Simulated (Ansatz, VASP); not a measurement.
# Re in VASP and in Ansatz

INCAR

```
  PREC = Accurate
  ENCUT = 520
  EDIFF = 1E-6
  ISMEAR = 0
  SIGMA = 0.15
  LREAL = False
  LASPH = True
  NELM = 100
  ALGO = Normal
  ISIF = 2
  LWAVE = False
  LCHARG = True
  GGA = PS
  LELF = True
  LVHAR = True
  NBANDS = 10
```

KPOINTS

```
Automatic mesh
0
Gamma
  20 20 20
```

Contents of POSCAR:

```
Re
1.0
    0.0000000000      1.8960000000      1.9750000000
    1.8960000000      0.0000000000      1.9750000000
    1.8960000000      1.8960000000      0.0000000000
Re
1
Direct
    0.0000000000      0.0000000000      0.0000000000
```

Input for Ansatz:

```yaml
crystal:
  lattice:
    - [0.0, 1.896, 1.975]
    - [1.896, 0.0, 1.975]
    - [1.896, 1.896, 0.0]
  atoms:
    - { symbol: Re, position: [0.0, 0.0, 0.0] }
basis:
  ecutwfc: 420
kpoints:
  mp_grid: { grid: [20, 20, 20] }
hamiltonian:
  xc: pbesol
scf:
  occupations: { method: gaussian, width: 0.15 }
output:
  forces: true
  stress: true
  eigenvalues: true
  write_density: true
  write_potential: true
  elf: true
  volumetric_format: npy
```

Change from the starting cell: strain -0.040 along x and y, +0.000 along z, atoms carried along.

Alike in both runs: task single point; functional PBEsol; k mesh 20 × 20 × 20; occupations gaussian, width 0.15 eV; no spin polarisation.

```csv
,VASP,Ansatz
version,VASP 6.6.1,Ansatz 0.2.0
potentials or method,"VASP PAW PBE potentials, release 64 (Re), cutoff 520 eV","scalar-relativistic, plane waves, PAW"
valence electrons in the cell,7,15
```

Ansatz gave:

* gap on the k mesh at the Fermi level (eV): none
* pressure (GPa): 11.9
* traceless stress, the component that is largest in VASP (GPa): -9.46

**Question.** What did VASP give for the same quantities?

**Answer.** gap on the k mesh at the Fermi level (eV): none; pressure (GPa): 12.2; traceless stress, the component that is largest in VASP (GPa): -9.37.

VASP's potentials were made for PBE, not for PBEsol. A gap of «none» marks a metal or a gap that the smearing closes. VASP's potentials hold 7 valence electrons a cell and Ansatz's 15, so a difference there can come from the potentials and not from the codes.

Spin-orbit coupling is off throughout.
